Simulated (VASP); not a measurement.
Input of a VASP 6.6.1 run:

POSCAR

```
KF
1.0
    3.1788706666      0.0000000000      0.0000000000
    0.0000000000      3.1788706666      0.0000000000
    0.0000000000      0.0000000000      3.1788706666
K F
1 1
Direct
    0.0000000000      0.0000000000      0.0000000000
    0.5000000000      0.5000000000      0.5000000000
```

Contents of INCAR.step1:

```
ALGO     = Normal         # electronic algorithm
EDIFF    = 1E-4           # SCF threshold, eV
ENCUT    = 520            # plane-wave cutoff, eV
GGA      = PE             # functional
ISMEAR   = 0              # smearing method
LASPH    = True           # aspherical terms in the spheres
LCHARG   = False          # write CHGCAR
LREAL    = False          # projectors in reciprocal space
LWAVE    = True           # write WAVECAR
NBANDS   = 15             # bands
NELM     = 80             # most SCF steps
PREC     = Accurate       # precision mode
SIGMA    = 0.01           # smearing width, eV
```

INCAR.step2

```
ALGO     = Normal         # electronic algorithm
EDIFF    = 1E-6           # SCF threshold, eV
ENCUT    = 520            # plane-wave cutoff, eV
ISIF     = 2              # what is computed and relaxed
ISMEAR   = 0              # smearing method
ISTART   = 1            
LASPH    = True           # aspherical terms in the spheres
LCHARG   = False          # write CHGCAR
LMIXTAU  = True         
LREAL    = False          # projectors in reciprocal space
LWAVE    = False          # write WAVECAR
METAGGA  = R2SCAN         # meta-GGA
NBANDS   = 15             # bands
NELM     = 80             # most SCF steps
PREC     = Accurate       # precision mode
SIGMA    = 0.01           # smearing width, eV
```

KPOINTS

```
k-points
0
Gamma
  4 4 4
```

Potentials or basis: VASP PAW PBE potentials, release 64 (K_sv, F).

Run with:

```console
$ cat potpaw_PBE.64/K_sv/POTCAR potpaw_PBE.64/F/POTCAR > POTCAR
$ cp INCAR.step1 INCAR
$ mpirun -np 1 vasp_std > vasp.out
$ cp INCAR.step2 INCAR
$ mpirun -np 1 vasp_std > vasp.out
```

(1) What does it give for the pressure?

(2) Estimate the band gap on the k mesh.

Results:

(1) 0.0 GPa.

(2) 7.73 eV, indirect (least direct gap 7.76 eV).

Caveat: the k points lie up to 0.49 Å⁻¹ apart; the PAW data sets were made with another functional, which shifts forces and pressure a little.
